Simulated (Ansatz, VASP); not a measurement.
**Pd: VASP beside Ansatz**

```xyz
3
Lattice="2.7889 0.0000 0.0000 0.0000 2.7889 0.0000 0.0000 0.0000 14.8772" Properties=species:S:1:pos:R:3 pbc="T T T"
Pd    0.0000    0.0000    5.5000
Pd    1.3944    1.3944    7.4386
Pd    0.0000    0.0000    9.3772
```

Alike in both runs: task single point; functional PBE; k mesh 12 × 12 × 1; occupations fermi-dirac, width 0.05 eV; no spin polarisation.

|  | VASP | Ansatz |
| --- | --- | --- |
| version | VASP 6.6.1 | Ansatz 0.2.0 |
| potentials or method | VASP PAW PBE potentials, release 64 (Pd), cutoff 400 eV | all-electron LAPW, scalar-relativistic |

|  | VASP | Ansatz | Ansatz less VASP |
| --- | --- | --- | --- |
| rms of the force components (eV/Å) | 0.006 | 0.004 | -0.0022 |

Atom by atom the forces differ by 0.002 eV/Å (rms over components). Ansatz ran all-electron here, and VASP with PAW potentials. Ansatz's warnings: vacuum density over bound.
